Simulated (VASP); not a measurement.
RhN:

```
CELL_PARAMETERS angstrom
0.00000 2.29960 2.29960
2.29960 0.00000 2.29960
2.29960 2.29960 0.00000
ATOMIC_POSITIONS crystal
Rh 0.00000 0.00000 0.00000
N 0.25000 0.25000 0.25000
```

Base run:

- Program: VASP 6.6.1
- Functional: PBEsol
- Potentials or basis: VASP PAW PBE potentials, release 64 (Rh_pv, N)
- Cutoff: 520 eV
- k mesh: 12 × 12 × 12
- Occupations: gaussian, width 0.05 eV
- Spin: no spin polarisation

Its results: band gap on the k mesh zero (bands 10 and 11 overlap by 2.90 eV); pressure -8.5 GPa.

Question: After a change of settings the same cell gave: band gap on the k mesh zero (bands 10 and 11 overlap by 2.93 eV); pressure 0.0 GPa. Which change was it?
A. functional from PBEsol to r2SCAN; further incar settings from ALGO = Normal; EDIFF = 1e-06; NBANDS = 17 to ALGO = Normal; EDIFF = 1e-07; NBANDS = 17
B. functional from PBEsol to LDA; potentials or basis from VASP PAW PBE potentials, release 64 (Rh_pv, N) to VASP PAW LDA potentials, release 64 (Rh_pv, N)
C. functional from PBEsol to PBE

Answer: C.

PBE binds less tightly than PBEsol, so the same cell stands under more pressure.

Caveats: the cell stands under tension (at least some runs); the PAW data sets were made with another functional, which shifts forces and pressure a little (at least some runs).
